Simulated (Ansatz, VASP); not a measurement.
# NaF: VASP beside Ansatz

```
CELL_PARAMETERS angstrom
0.00000 2.40242 2.40242
2.40242 0.00000 2.40242
2.40242 2.40242 0.00000
ATOMIC_POSITIONS crystal
Na 0.00000 0.00000 0.00000
F 0.25000 0.25000 0.25000
```

Change from the starting cell: hydrostatic strain -5.1%.

Alike in both runs: task single point; functional HSE06; k mesh 6 × 6 × 6; no spin polarisation.

|  | VASP | Ansatz |
| --- | --- | --- |
| version | VASP 6.6.1 | Ansatz 0.2.0 |
| potentials or method | VASP PAW PBE potentials, release 64 (Na_pv, F) | plane waves, PAW |
| plane-wave cutoff (eV) | 520 | 420 |
| occupations | gaussian, width 0.01 eV | fixed |
| valence electrons in the cell | 14 | 16 |

|  | VASP | Ansatz | Ansatz less VASP |
| --- | --- | --- | --- |
| gap on the k mesh at the Fermi level (eV) | 8.25 | 8.29 | +0.034 |
| pressure (GPa) | 9.7 | 9.2 | -0.49 |

VASP's potentials hold 14 valence electrons a cell and Ansatz's 16, so a difference there can come from the potentials and not from the codes. Ansatz's warnings: stress exchange threshold loose, stress scf threshold loose.
